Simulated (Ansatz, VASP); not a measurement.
One calculation of As, two programs

File INCAR:

```
PREC = Accurate
ENCUT = 520
EDIFF = 1E-6
ISMEAR = -1
SIGMA = 0.1
LREAL = F
LASPH = T
NELM = 60
ALGO = Normal
ISIF = 2
LWAVE = F
LCHARG = T
GGA = RP
LELF = T
LVHAR = T
NBANDS = 12
```

KPOINTS

```
regular mesh
0
Gamma
  17 17 17
```

The input POSCAR:

```
As
1.0
    1.7475652839      1.0089572871      6.6363856919
   -1.7475652839      1.0089572871      6.6363856919
    0.0000000000     -2.0179145741      6.6363856919
As
2
Direct
    0.7999022461      0.7999022461      0.7999022461
    0.2000977539      0.2000977539      0.2000977539
```

Input for Ansatz:

```yaml
crystal:
  lattice:
    - [1.7475652839, 1.0089572871, 6.6363856919]
    - [-1.7475652839, 1.0089572871, 6.6363856919]
    - [0.0, -2.0179145741, 6.6363856919]
  atoms:
    - { symbol: As, position: [0.7999022461, 0.7999022461, 0.7999022461] }
    - { symbol: As, position: [0.2000977539, 0.2000977539, 0.2000977539] }
hamiltonian:
  xc: rpbe
  pseudopotentials:
    kind: paw
    azcp:
      As: "pseudopotentials/As.paw.azcp"
basis:
  ecutwfc: 420
  fft_grid_basis: typed
kpoints:
  mp_grid: { grid: [17, 17, 17], shift: [0, 0, 0] }
magnetization:
  spin_polarized: false
scf:
  occupations: { method: fermi_dirac, width: 0.1 }
output:
  stress: true
```

Alike in both runs: task single point; functional RPBE; k mesh 17 × 17 × 17; occupations fermi-dirac, width 0.1 eV; no spin polarisation.

```csv
,VASP,Ansatz
version,VASP 6.6.1,Ansatz 0.2.0
potentials or method,"VASP PAW PBE potentials, release 64 (As), cutoff 520 eV","plane waves (420 eV) with PAW, scalar-relativistic"
valence electrons in the cell,10,30
```

Ansatz gave:

| Item | Value |
| --- | --- |
| pressure (GPa) | 5.6 |
| traceless stress, the component that is largest in VASP (GPa) | -1.17 |

Q: Which values does VASP return?

A: Pressure (GPa): 5.9; traceless stress, the component that is largest in VASP (GPa): -1.10.

VASP's potentials were made for PBE, not for RPBE. With one functional, cell and mesh, what is left measures potentials, basis and numerics. VASP's potentials hold 10 valence electrons a cell and Ansatz's 30, so a difference there can come from the potentials and not from the codes.
